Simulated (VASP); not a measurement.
GaN:

```xyz
2
Lattice="0.0000 2.1352 2.1352 2.1352 0.0000 2.1352 2.1352 2.1352 0.0000" Properties=species:S:1:pos:R:3 pbc="T T T"
Ga    0.0000    0.0000    0.0000
N     2.1352    2.1352    2.1352
```

Base run:

| Quantity | Value |
| --- | --- |
| Program | VASP 6.6.1 |
| Functional | PBE |
| Potentials or basis | VASP PAW PBE potentials, release 64 (Ga_d, N) |
| Cutoff | 520 eV |
| k mesh | 11 × 11 × 11 |
| Occupations | gaussian, width 0.01 eV |
| Spin | no spin polarisation |

Its results: band gap on the k mesh 0.54 eV (least direct gap 2.37 eV); electronic dielectric tensor (diagonal) 8.53.

Q: The run is repeated on the same cell with these changes: functional from PBE to LDA; potentials or basis from VASP PAW PBE potentials, release 64 (Ga_d, N) to VASP PAW LDA potentials, release 64 (Ga_d, N). What comes out?

A: Band gap on the k mesh 0.36 eV (least direct gap 2.45 eV); electronic dielectric tensor (diagonal) 8.64.

Caveats: the gap is small at this level, which inflates the dielectric constant; an odd mesh through Γ misses points on the zone boundary, where band edges can lie.
